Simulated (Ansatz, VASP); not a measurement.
## AlNi3: VASP beside Ansatz

Contents of INCAR:

```
PREC = Accurate ; ENCUT = 520
EDIFF = 1E-7 ; ISMEAR = 0
SIGMA = 0.15 ; LREAL = False
LASPH = True ; NELM = 60
ALGO = Fast ; ISIF = 2
LWAVE = False ; LCHARG = False
GGA = PS ; NBANDS = 24
```

Contents of KPOINTS:

```
regular mesh
0
Gamma
  14 14 14
```

File POSCAR:

```
AlNi3
1.0
    0.0000000000      2.7984078565      2.7984078565
    2.7984078565      0.0000000000      2.7984078565
    2.7984078565      2.7984078565      0.0000000000
Al Ni
1 3
Direct
    0.5000000000      0.5000000000      0.5000000000
    0.2500000000      0.2500000000      0.2500000000
   -0.0964834341     -0.0964834341      0.0964834341
    0.7500000000      0.7500000000      0.7500000000
```

Input for Ansatz:

```yaml
crystal:
  lattice:
    - [0.0, 2.7984078565, 2.7984078565]
    - [2.7984078565, 0.0, 2.7984078565]
    - [2.7984078565, 2.7984078565, 0.0]
  atoms:
    - { symbol: Al, position: [0.5, 0.5, 0.5] }
    - { symbol: Ni, position: [0.25, 0.25, 0.25] }
    - { symbol: Ni, position: [-0.0964834341, -0.0964834341, 0.0964834341] }
    - { symbol: Ni, position: [0.75, 0.75, 0.75] }
basis:
  ecutwfc: 420
kpoints:
  mp_grid: { grid: [14, 14, 14] }
hamiltonian:
  xc: pbesol
scf:
  occupations: { method: gaussian, width: 0.15 }
output:
  forces: true
  stress: true
  eigenvalues: true
```

Alike in both runs: task single point; functional PBEsol; k mesh 14 × 14 × 14; occupations gaussian, width 0.15 eV; no spin polarisation.

```csv
,VASP,Ansatz
version,VASP 6.6.1,Ansatz 0.2.0
potentials or method,"VASP PAW PBE potentials, release 64 (Al, Ni), cutoff 520 eV","scalar-relativistic, plane waves, PAW"
valence electrons in the cell,33,57
```

```tsv
	VASP	Ansatz	Ansatz less VASP
gap on the k mesh at the Fermi level (eV)	none	none	-
pressure (GPa)	18.0	18.1	+0.03
traceless stress, the component that is largest in VASP (GPa)	-5.33	-5.54	-0.214
rms of the force components (eV/Å)	1.854	1.863	+0.0084
```

VASP's potentials were made for PBE, not for PBEsol. Atom by atom the forces differ by 0.011 eV/Å (rms over components). A gap of «none» marks a metal or a gap that the smearing closes. VASP's potentials hold 33 valence electrons a cell and Ansatz's 57, so a difference there can come from the potentials and not from the codes.
